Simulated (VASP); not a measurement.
Input of a VASP 6.6.1 run:

The input INCAR:

```
  PREC = Accurate
  ENCUT = 520
  EDIFF = 1E-8
  ISMEAR = 0
  SIGMA = 0.01
  LREAL = False
  LASPH = True
  NELM = 60
  ALGO = Normal
  ISIF = 2
  LWAVE = False
  LCHARG = True
  GGA = PE
  IBRION = 8
  NSW = 1
  LEPSILON = True
```

Contents of KPOINTS:

```
Automatic mesh
0
Gamma
  8 8 8
```

File POSCAR:

```
Si
1.0
    0.0000000000      2.7351963823      2.7351963823
    2.7351963823      0.0000000000      2.7351963823
    2.7351963823      2.7351963823      0.0000000000
Si
2
Direct
    0.0000000000      0.0000000000      0.0000000000
    0.2500000000      0.2500000000      0.2500000000
```

Potentials or basis: VASP PAW PBE potentials, release 64 (Si).

Command:

```console
$ cat potpaw_PBE.64/Si/POTCAR > POTCAR
$ mpirun -np 1 vasp_std > vasp.out
```

**Question.** Estimate the electronic dielectric tensor (diagonal).

**Answer.** 14.15.

**Question.** Estimate the Born charges (mean of the diagonal).

**Answer.** Si +0.00 e.

**Question.** What does it give for the highest phonon frequency at Γ?

**Answer.** 502 cm⁻¹.

Phonon frequencies in cm⁻¹ (negative: imaginary):
| q point | frequencies |
| --- | --- |
| (0.000, 0.000, 0.000) | 0 0 0 502 502 502 |
